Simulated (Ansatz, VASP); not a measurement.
Two plane-wave programs on AlN

INCAR

```
PREC = Accurate ; ENCUT = 520
EDIFF = 1E-6 ; ISMEAR = 0
SIGMA = 0.05 ; LREAL = False
LASPH = True ; NELM = 80
ALGO = Normal ; ISIF = 2
LWAVE = False ; LCHARG = False
GGA = PE ; NBANDS = 36
```

KPOINTS

```
Automatic mesh
0
Gamma
  8 8 2
```

POSCAR

```
AlN
1.0
    2.2015871003     -2.2015871003      0.0000000000
    2.2015871003      0.0000000000     -2.2015871003
    9.4668245313      8.1458722711      8.8063484012
Al N
6 6
Direct
    0.8812600000      0.0000000000      0.3958000000
    0.2645933333      0.3333333333      0.2291333333
    0.4979266667      0.6666666667      0.5624666667
    0.7312600000      1.0000000000      0.8958000000
    0.1145933333      0.3333333333      0.7291333333
    0.6479266667      0.6666666667      0.0624666667
    0.5354266667      0.6666666667      0.4374666667
    0.9187600000      0.0000000000      0.2708000000
    0.1520933333      0.3333333333      0.6041333333
    0.3854266667      0.6666666667      0.9374666667
   -0.2312400000      0.0000000000      0.7708000000
    0.3020933333      0.3333333333      0.1041333333
```

Input for Ansatz:

```yaml
crystal:
  lattice:
    - [2.2015871003, -2.2015871003, 0.0]
    - [2.2015871003, 0.0, -2.2015871003]
    - [9.4668245313, 8.1458722711, 8.8063484012]
  atoms:
    - { symbol: Al, position: [0.88126, 0.0, 0.3958] }
    - { symbol: Al, position: [0.2645933333, 0.3333333333, 0.2291333333] }
    - { symbol: Al, position: [0.4979266667, 0.6666666667, 0.5624666667] }
    - { symbol: Al, position: [0.73126, 1.0, 0.8958] }
    - { symbol: Al, position: [0.1145933333, 0.3333333333, 0.7291333333] }
    - { symbol: Al, position: [0.6479266667, 0.6666666667, 0.0624666667] }
    - { symbol: "N", position: [0.5354266667, 0.6666666667, 0.4374666667] }
    - { symbol: "N", position: [0.91876, 0.0, 0.2708] }
    - { symbol: "N", position: [0.1520933333, 0.3333333333, 0.6041333333] }
    - { symbol: "N", position: [0.3854266667, 0.6666666667, 0.9374666667] }
    - { symbol: "N", position: [-0.23124, 0.0, 0.7708] }
    - { symbol: "N", position: [0.3020933333, 0.3333333333, 0.1041333333] }
basis:
  ecutwfc: 420
kpoints:
  mp_grid: { grid: [8, 8, 2] }
hamiltonian:
  xc: pbe
scf:
  occupations: { method: gaussian, width: 0.05 }
output:
  forces: true
  stress: true
  eigenvalues: true
  write_density: true
  write_potential: true
  elf: true
  volumetric_format: npy
```

Alike in both runs: task single point; functional PBE; k mesh 8 × 8 × 2; occupations gaussian, width 0.05 eV; no spin polarisation.

|  | VASP | Ansatz |
| --- | --- | --- |
| version | VASP 6.6.1 | Ansatz 0.2.0 |
| potentials or method | VASP PAW PBE potentials, release 64 (Al, N), cutoff 520 eV | scalar-relativistic, plane waves, PAW |
| valence electrons in the cell | 48 | 48 |

```tsv
	VASP	Ansatz	Ansatz less VASP
gap on the k mesh at the Fermi level (eV)	2.90	2.91	+0.009
least direct gap on the mesh (eV)	3.19	3.19	+0.008
pressure (GPa)	-1.1	-0.8	+0.28
traceless stress, the component that is largest in VASP (GPa)	-4.09	-4.08	+0.013
rms of the force components (eV/Å)	0.334	0.334	+0.0003
```

Atom by atom the forces differ by 0.002 eV/Å (rms over components). With one functional, cell and mesh, what is left measures potentials, basis and numerics.
